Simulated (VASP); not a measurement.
A run of VASP 6.6.1:

The input INCAR:

```
ALGO = Normal ; EDIFF = 1E-6
ENCUT = 520 ; GGA = PE
ISIF = 2 ; ISMEAR = 1
IVDW = 12 ; LASPH = T
LCHARG = F ; LREAL = F
LWAVE = F ; NBANDS = 16
NELM = 60 ; PREC = Accurate
SIGMA = 0.1
```

Contents of KPOINTS:

```
k-points
0
Gamma
  12 12 12
```

The input POSCAR:

```
C
1.0
    1.2328257528      0.7117722803      6.9002832327
   -1.2328257528      0.7117722803      6.9002832327
    0.0000000000     -1.4235445605      6.9002832327
C
4
Direct
    0.0816689315      0.0816689315      0.0816689315
    0.7483583147      0.7483583147      0.7483583147
    0.2516416853      0.2516416853      0.2516416853
    0.9183310685      0.9183310685      0.9183310685
```

Potentials or basis: VASP PAW PBE potentials, release 64 (C).

Run with:

```bash
$ cat potpaw_PBE.64/C/POTCAR > POTCAR
$ mpirun -np 1 vasp_std > vasp.out
```

Hardware: 1 thread of Intel(R) Xeon(R) Platinum 8375C CPU @ 2.90GHz (Ice Lake), on a shared host.

Question: Estimate the wall time of this run.

Answer: Wall time 15 min on 1 thread of Intel(R) Xeon(R) Platinum 8375C CPU @ 2.90GHz (Ice Lake) (shared host), peak memory 0.39 GiB. Counts: scf iterations 12, k points 189.
